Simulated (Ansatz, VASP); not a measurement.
**SiO in VASP and in Ansatz**

```
Si O
1.0
     0.00000    2.43364    2.43364
     2.43364    0.00000    2.43364
     2.43364    2.43364    0.00000
Si O
1 1
Direct
  0.75000 0.75000 0.75000
  0.00000 0.00000 0.00000
```

Alike in both runs: functional PBE-based screened hybrid; k mesh 5 × 5 × 5; occupations fermi-dirac, width 0.05 eV; no spin polarisation.

|  | VASP | Ansatz |
| --- | --- | --- |
| version | VASP 6.6.1 | Ansatz 0.2.0 |
| potentials or method | VASP PAW PBE potentials, release 64 (Si, O) | Ansatz PAW |
| plane-wave cutoff (eV) | 520 | 420 |
| valence electrons in the cell | 10 | 10 |
| task | single point | band structure |

```csv
,VASP,Ansatz,Ansatz less VASP
pressure (GPa),-1.3,-1.3,-0.08
```

VASP's potentials were made for PBE, not for PBE-based screened hybrid.

The k mesh is coarse, so the values compare programs but aren't converged.
